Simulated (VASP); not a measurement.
# Hf8C in VASP: further runs, part 2 of 2

VASP 6.6.1. Earlier steps stand in the parts before.

## 3. Single point, PBE

INCAR reads:

```
SYSTEM = Hf8C
ALGO = Normal
DIPOL = 0.5 0.5 0.318
EDIFF = 1E-6
ENCUT = 520
GGA = PE
IDIPOL = 3
ISIF = 2
ISMEAR = 0
LASPH = .True.
LCHARG = .False.
LDIPOL = .True.
LREAL = .False.
LWAVE = .False.
NBANDS = 52
NELM = 80
PREC = Accurate
SIGMA = 0.1
```

KPOINTS reads:

```
k-points
0
Gamma
  4 5 1
  0 0 0
```

POSCAR reads:

```
Hf8C
1.0
    6.4096340743      0.0000000000      0.0000000000
    0.0000000000      5.0676933206      0.0000000000
    0.0000000000      0.0000000000     18.9500687204
Hf C
8 1
Direct
    0.0000000000      0.7500000000      0.2110810287
    0.5000000000      0.7500000000      0.2110810287
    0.2500000000      0.2500000000      0.2599014843
    0.7500000000      0.2500000000      0.2599014843
    0.2500000000      0.7500000000      0.3455348617
    0.7500000000      0.7500000000      0.3455348617
    0.0000000000      0.2500000000      0.3931420424
    0.5000000000      0.2500000000      0.3931420424
    0.2500000000      0.3750000000      0.4458375915
```

Potentials or basis: VASP PAW PBE potentials, release 64 (Hf_pv, C).

Run with:

```sh
$ cat potpaw_PBE.64/Hf_pv/POTCAR potpaw_PBE.64/C/POTCAR > POTCAR
$ mpirun -np 1 vasp_std > vasp.out
```

OUTCAR:

```text
SYSTEM = Hf8C
   EDIFF = 1E-6
   ENCUT = 520
   GGA = PE
   ISIF = 2
   ISMEAR = 0
   LASPH = .True.
   LREAL = .False.
   NELM = 80
   PREC = Accurate

 ion  position               nearest neighbor table
   1  0.000  0.750  0.211-   5 3.01   6 3.01   3 3.14   4 3.14   3 3.14   4 3.14   2 3.20   2 3.20

   2  0.500  0.750  0.211-   5 3.01   6 3.01   3 3.14   4 3.14   3 3.14   4 3.14   1 3.20   1 3.20

   3  0.250  0.250  0.260-   7 2.99   8 2.99   5 3.01   5 3.01   1 3.14   1 3.14   2 3.14   2 3.14
                             4 3.20   4 3.20
   4  0.750  0.250  0.260-   7 2.99   8 2.99   6 3.01   6 3.01   1 3.14   1 3.14   2 3.14   2 3.14
                             3 3.20   3 3.20
   5  0.250  0.750  0.346-   9 2.69   3 3.01   3 3.01   2 3.01   1 3.01   7 3.13   8 3.13   7 3.13
                             8 3.13   6 3.20   6 3.20
   6  0.750  0.750  0.346-   4 3.01   4 3.01   1 3.01   2 3.01   8 3.13   7 3.13   7 3.13   8 3.13
                             5 3.20   5 3.20
   7  0.000  0.250  0.393-   9 1.99   4 2.99   3 2.99   6 3.13   5 3.13   5 3.13   6 3.13   8 3.20
                             8 3.20
   8  0.500  0.250  0.393-   9 1.99   4 2.99   3 2.99   6 3.13   5 3.13   5 3.13   6 3.13   7 3.20
                             7 3.20
   9  0.250  0.375  0.446-   7 1.99   8 1.99   5 2.69

  LATTYP: Found a simple orthorhombic cell.
 ALAT       =     5.0676933206
 B/A-ratio  =     1.2648030709
 C/A-ratio  =     3.7393874336

  Lattice vectors:

 A1 = (   0.0000000000,  -5.0676933206,   0.0000000000)
 A2 = (   6.4096340743,   0.0000000000,   0.0000000000)
 A3 = (   0.0000000000,   0.0000000000,  18.9500687204)

Analysis of symmetry for initial positions (statically):
=====================================================================
 Subroutine PRICEL returns:
 Original cell was already a primitive cell.

 Routine SETGRP: Setting up the symmetry group for a
 simple orthorhombic supercell.

 Subroutine GETGRP returns: Found  2 space group operations
[... 150 lines left out ...]
  energy-cutoff  :      520.00
  volume of cell :      615.54
 maximum number of plane-waves:     16672
 NGX is ok and might be reduce to    48
   NGX = 23   NGY = 19   NGZ = 71

 dipolmoment           0.000000      0.000000     -0.031165 electrons x Angstroem

 number of electron      84.0000000 magnetization

 dipolmoment           0.000000      0.000000      0.214484 electrons x Angstroem

 Free energy of the ion-electron system (eV)
  ---------------------------------------------------
  ext. energy  EPLUGINS =         0.00000000
  ---------------------------------------------------
  free energy    TOTEN  =       -79.86016949 eV

  energy without entropy =      -79.79284612  energy(sigma->0) =      -79.82650781

 E-fermi :  -1.4973     XC(G=0):  -4.4071

 val. band max:       -1.5036783283   @ k =   0.5000   0.0000   0.0000
 cond. band min:      -1.4816774180   @ k =   0.0000   0.4000   0.0000
 fundamental gap:      0.0220009103
 Fermi energy:        -1.4973325161

 k-point     1 :       0.0000    0.0000    0.0000
  band No.  band energies     occupation
      1     -32.7940      2.00000
      2     -32.7501      2.00000
      3     -32.6887      2.00000
      4     -32.6555      2.00000
      5     -32.5011      2.00000
      6     -32.3170      2.00000
[... 484 lines left out ...]
     51      -0.6212      0.00000
     52      -0.4448      0.00000

------------------------ aborting loop because EDIFF is reached ----------------------------------------

 vacuum level on the upper side and lower side of the slab       (xc-potential included)         0.427        -0.736

  FORCE on cell =-STRESS in cart. coord.  units (eV):
  Direction    XX          YY          ZZ          XY          YZ          ZX
  --------------------------------------------------------------------------------------
  -------------------------------------------------------------------------------------
  Total        2.5082163      1.2345097      1.1728307      0.0000000      2.1181920      0.0000000
  in kB        6.5286174      3.2132960      3.0527521      0.0000000      5.5134260      0.0000000
  external PRESSURE =       4.2648885 kB  Pullay stress =       0.0000000 kB

 VOLUME and BASIS-vectors are now :
 -----------------------------------------------------------------------------
  energy-cutoff  :      520.00
  volume of cell :      615.54
      direct lattice vectors                 reciprocal lattice vectors
     6.409634074  0.000000000  0.000000000     0.156015147  0.000000000  0.000000000
     0.000000000  5.067693321  0.000000000     0.000000000  0.197328437  0.000000000
     0.000000000  0.000000000 18.950068720     0.000000000  0.000000000  0.052770257

 POSITION                                       TOTAL-FORCE (eV/Angst)
 -----------------------------------------------------------------------------------
      0.00000      3.80077      4.00000         0.126952      0.021196      0.137736
      3.20482      3.80077      4.00000        -0.126952      0.021196      0.137736
      1.60241      1.26692      4.92515         0.000000     -0.365375     -0.730627
      4.80723      1.26692      4.92515         0.000000      0.240261     -0.261667
      1.60241      3.80077      6.54791         0.000000     -0.491255      0.992831
      4.80723      3.80077      6.54791         0.000000     -0.162945     -0.577025
      0.00000      1.26692      7.45007        -0.672449     -0.311682      0.138099
      3.20482      1.26692      7.45007         0.672449     -0.311682      0.138099
      1.60241      1.90038      8.44865         0.000000      1.360285      0.024818
 -----------------------------------------------------------------------------------
    total drift:                               -0.000000      0.000033     -0.000979

  FREE ENERGIE OF THE ION-ELECTRON SYSTEM (eV)
  ---------------------------------------------------
  free  energy   TOTEN  =       -79.8601694931 eV

  energy  without entropy=      -79.7928461231  energy(sigma->0) =      -79.82650781

 vacuum level on the upper side and lower side of the slab         3.390         2.186
```

Run time: 9.1 min. Hardware: 1 thread of AMD EPYC 9R45 (Zen 5), shared host; peak memory 0.69 GiB.

What came out:

```
Free energy            : -79.8602 eV
Largest force          : 1.361 eV/Å
Band gap on the k mesh : zero (bands 42 and 43 overlap by 0.38 eV)
```

Forces on the atoms (eV/Å):
```
Hf   0.127  0.021  0.138
Hf  -0.127  0.021  0.138
Hf   0.000 -0.365 -0.731
Hf   0.000  0.240 -0.262
Hf   0.000 -0.491  0.993
Hf   0.000 -0.163 -0.577
Hf  -0.672 -0.312  0.138
Hf   0.672 -0.312  0.138
C    0.000  1.360  0.025
```

Caveat: spin-orbit coupling is left out, which moves the levels of the heavy elements.

## 4. Single point, PBE

INCAR reads:

```
PREC = Accurate
ENCUT = 520
EDIFF = 1E-6
ISMEAR = 0
SIGMA = 0.1
LREAL = F
LASPH = T
NELM = 60
ALGO = Normal
ISIF = 2
LWAVE = F
LCHARG = T
LDIPOL = T
IDIPOL = 3
DIPOL = 0.5 0.5 0.319
GGA = PE
LELF = T
LVHAR = T
LVACPOTAV = T
NBANDS = 52
```

KPOINTS reads:

```
Automatic mesh
0
Gamma
  4 5 1
```

Changes to POSCAR since step 3:

```diff
@@ -16,2 +16,2 @@
     0.5000000000      0.2500000000      0.3931420424
-    0.2500000000      0.3750000000      0.4458375915
+    0.1875000000      0.7500000000      0.4483348077
```

Potentials or basis: VASP PAW PBE potentials, release 64 (Hf_pv, C).

Run with:

```sh
$ cat potpaw_PBE.64/Hf_pv/POTCAR potpaw_PBE.64/C/POTCAR > POTCAR
$ mpirun -np 1 vasp_std > vasp.out
```

OUTCAR:

```text
PREC = Accurate
   ENCUT = 520
   EDIFF = 1E-6
   ISMEAR = 0
   LREAL = F
   LASPH = T
   NELM = 60
   ISIF = 2
   GGA = PE

 ion  position               nearest neighbor table
   1  0.000  0.750  0.211-   5 3.01   6 3.01   3 3.14   4 3.14   3 3.14   4 3.14   2 3.20   2 3.20

   2  0.500  0.750  0.211-   5 3.01   6 3.01   3 3.14   4 3.14   3 3.14   4 3.14   1 3.20   1 3.20

   3  0.250  0.250  0.260-   7 2.99   8 2.99   5 3.01   5 3.01   1 3.14   1 3.14   2 3.14   2 3.14
                             4 3.20   4 3.20
   4  0.750  0.250  0.260-   7 2.99   8 2.99   6 3.01   6 3.01   1 3.14   1 3.14   2 3.14   2 3.14
                             3 3.20   3 3.20
   5  0.250  0.750  0.346-   9 1.99   3 3.01   3 3.01   2 3.01   1 3.01   7 3.13   8 3.13   7 3.13
                             8 3.13   6 3.20   6 3.20
   6  0.750  0.750  0.346-   4 3.01   4 3.01   1 3.01   2 3.01   8 3.13   7 3.13   7 3.13   8 3.13
                             5 3.20   5 3.20
   7  0.000  0.250  0.393-   3 2.99   4 2.99   5 3.13   6 3.13   5 3.13   6 3.13   8 3.20   8 3.20

   8  0.500  0.250  0.393-   3 2.99   4 2.99   5 3.13   6 3.13   5 3.13   6 3.13   7 3.20   7 3.20

   9  0.188  0.750  0.448-   5 1.99

[... 202 lines left out ...]
      4     -32.6057      2.00000
      5     -32.5979      2.00000
      6     -32.5940      2.00000
[... 484 lines left out ...]
     51      -0.4919      0.00000
     52      -0.3495      0.00000

------------------------ aborting loop because EDIFF is reached ----------------------------------------

  FORCE on cell =-STRESS in cart. coord.  units (eV):
  Direction    XX          YY          ZZ          XY          YZ          ZX
  --------------------------------------------------------------------------------------
  -------------------------------------------------------------------------------------
  Total       -7.0302569     -4.3076053      2.6711611      0.0000000      0.0000000     -1.3708818
  in kB      -18.2990030    -11.2122334      6.9527451      0.0000000      0.0000000     -3.5682580
  external PRESSURE =      -7.5194971 kB  Pullay stress =       0.0000000 kB

 VOLUME and BASIS-vectors are now :
 -----------------------------------------------------------------------------
  energy-cutoff  :      520.00
  volume of cell :      615.54
      direct lattice vectors                 reciprocal lattice vectors
     6.409634074  0.000000000  0.000000000     0.156015147  0.000000000  0.000000000
     0.000000000  5.067693321  0.000000000     0.000000000  0.197328437  0.000000000
     0.000000000  0.000000000 18.950068720     0.000000000  0.000000000  0.052770257

 POSITION                                       TOTAL-FORCE (eV/Angst)
 -----------------------------------------------------------------------------------
      0.00000      3.80077      4.00000        -0.265042      0.000000     -0.149123
      3.20482      3.80077      4.00000         0.172328      0.000000     -0.220277
      1.60241      1.26692      4.92515         0.074955      0.000000     -0.345625
      4.80723      1.26692      4.92515        -0.162244      0.000000      0.032933
      1.60241      3.80077      6.54791         0.623028      0.000000     -0.571728
      4.80723      3.80077      6.54791         0.213466      0.000000     -0.049435
      0.00000      1.26692      7.45007         0.335390      0.000000      0.953523
      3.20482      1.26692      7.45007         0.113990      0.000000      0.272654
      1.20181      3.80077      8.49598        -1.105870      0.000000      0.077079
 -----------------------------------------------------------------------------------
    total drift:                                0.000028      0.000000      0.000115

  FREE ENERGIE OF THE ION-ELECTRON SYSTEM (eV)
  ---------------------------------------------------
  free  energy   TOTEN  =       -78.3576826782 eV

  energy  without entropy=      -78.2774276969  energy(sigma->0) =      -78.31755519

 vacuum level on the upper side and lower side of the slab         3.305         2.504
```

stdout:

```text
POSCAR found type information on POSCAR HfC
 POSCAR found :  2 types and       9 ions
 scaLAPACK will be used
 LDA part: xc-table for (Slater+PW92), standard interpolation
 POSCAR, INCAR and KPOINTS ok, starting setup
 FFT: planning ... GRIDC
 FFT: planning ... GRID_SOFT
 FFT: planning ... GRID
 WAVECAR not read
 entering main loop
 -----------------------------------------------------------------------------
|                                                                             |
|           W    W    AA    RRRRR   N    N  II  N    N   GGGG   !!!           |
|           W    W   A  A   R    R  NN   N  II  NN   N  G    G  !!!           |
|           W    W  A    A  R    R  N N  N  II  N N  N  G       !!!           |
|           W WW W  AAAAAA  RRRRR   N  N N  II  N  N N  G  GGG   !            |
|           WW  WW  A    A  R   R   N   NN  II  N   NN  G    G                |
|           W    W  A    A  R    R  N    N  II  N    N   GGGG   !!!           |
|                                                                             |
|     Did not find any points to average over, which means that no vacuum     |
|     field-free region was found. Please increase the size of  your cell     |
|     in the dimension of the dipole correction to obtain accurate            |
|     workfunction values.                                                    |
|                                                                             |
 -----------------------------------------------------------------------------
```

It took 11 min on 1 thread of AMD EPYC 9R45 (Zen 5), shared host; peak memory 0.67 GiB.

Results:

```yaml
Free_energy: -78.3577 eV
Largest_force: 1.109 eV/Å
Band_gap_on_the_k_mesh: zero (bands 42 and 43 overlap by 0.18 eV)
```

Forces on the atoms (eV/Å):
```
Hf  -0.265  0.000 -0.149
Hf   0.172  0.000 -0.220
Hf   0.075  0.000 -0.346
Hf  -0.162  0.000  0.033
Hf   0.623  0.000 -0.572
Hf   0.213  0.000 -0.049
Hf   0.335  0.000  0.954
Hf   0.114  0.000  0.273
C   -1.106  0.000  0.077
```

Caveat: spin-orbit coupling is left out, which moves the levels of the heavy elements.

## 5. Single point, PBE

INCAR reads:

```
ALGO = Normal
DIPOL = 0.5 0.5 0.318
EDIFF = 1E-6
ENCUT = 520
GGA = PE
IDIPOL = 3
ISIF = 2
ISMEAR = 0
LASPH = True
LCHARG = True
LDIPOL = True
LELF = True
LREAL = False
LVACPOTAV = True
LVHAR = True
LWAVE = False
NBANDS = 52
NELM = 100
PREC = Accurate
SIGMA = 0.1
```

KPOINTS reads:

```
k-points
0
Gamma
  4 5 1
```

Changes to POSCAR since step 4:

```diff
@@ -16,2 +16,2 @@
     0.5000000000      0.2500000000      0.3931420424
-    0.1875000000      0.7500000000      0.4483348077
+    0.2500000000      0.6250000000      0.4444630055
```

Run with:

```sh
$ cat potpaw_PBE.64/Hf_pv/POTCAR potpaw_PBE.64/C/POTCAR > POTCAR
$ mpirun -np 1 vasp_std > vasp.out
```

Run time: 8.9 min. Hardware: 1 thread of AMD EPYC 9R45 (Zen 5), shared host; peak memory 0.67 GiB.

The run converged. Its results:

* Free energy: -78.8997 eV
* Largest force: 2.327 eV/Å
* Band gap on the k mesh: zero (bands 42 and 43 overlap by 0.50 eV)

Forces on the atoms (eV/Å):
```
Hf  -0.344 -0.064 -0.218
Hf   0.344 -0.064 -0.218
Hf   0.000 -0.131 -0.560
Hf   0.000 -0.122  0.050
Hf   0.000  0.735 -0.642
Hf   0.000  0.028 -0.165
Hf   0.621  0.972  0.840
Hf  -0.621  0.972  0.840
C    0.000 -2.326  0.072
```

Levels at points of the mesh, in eV from the Fermi level:
```csv
k point,band 38,band 39,band 40,band 41,band 42,band 43,band 44,band 45,band 46,band 47
"(0.00, 0.00, 0.00)",-0.94,-0.61,-0.31,-0.09,0.24,0.39,0.57,0.61,0.83,0.89
"(0.50, 0.00, 0.00)",-0.75,-0.46,-0.41,-0.39,-0.26,-0.26,-0.09,0.14,0.26,0.52
```

Caveat: spin-orbit coupling is left out, which moves the levels of the heavy elements.

## 6. The runs side by side

```tsv
cell	gap on the mesh (eV)	largest force (eV/Å)
as given, atomic positions A	none	3.33
as given, atomic positions B	none	1.36
as given, atomic positions C	none	1.11
as given, atomic positions D	none	2.33
```

Alike in all rows: task single point; level PBE; potentials or basis VASP PAW PBE potentials, release 64 (Hf_pv, C); no spin polarisation; k mesh 4 × 5 × 1; cutoff (eV) 520; smearing gaussian 0.1 eV.

Caveats: spin-orbit coupling is left out, which moves the levels of the heavy elements.

Total energies depend on the potentials used, so only differences within one code and one set of settings carry meaning.

The gap in the log of VASP goes by the Fermi energy; the results here count the filled bands.